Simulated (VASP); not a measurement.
A run of VASP 6.6.1 is set up as follows.

File INCAR:

```
PREC = Accurate
ENCUT = 520
EDIFF = 1E-7
ISMEAR = 0
SIGMA = 0.01
LREAL = F
LASPH = T
NELM = 60
ALGO = Normal
ISIF = 2
LWAVE = F
LCHARG = F
GGA = PE
NBANDS = 16
```

Contents of KPOINTS:

```
regular mesh
0
Gamma
  6 6 6
```

The input POSCAR:

```
CdS
1.0
    0.0000000000      2.8569628861      2.8569628861
    2.8569628861      0.0000000000      2.8569628861
    2.8569628861      2.8569628861      0.0000000000
Cd S
1 1
Direct
    0.0000000000      0.0000000000      0.0000000000
    0.2500000000      0.2500000000      0.2500000000
```

Potentials or basis: VASP PAW PBE potentials, release 64 (Cd, S).

Launch:

```console
$ cat potpaw_PBE.64/Cd/POTCAR potpaw_PBE.64/S/POTCAR > POTCAR
$ mpirun -np 1 vasp_std > vasp.out
```

Question: Predict the pressure.

Answer: 8.0 GPa.

Question: What does it give for the band gap on the k mesh?

Answer: 1.28 eV, direct.
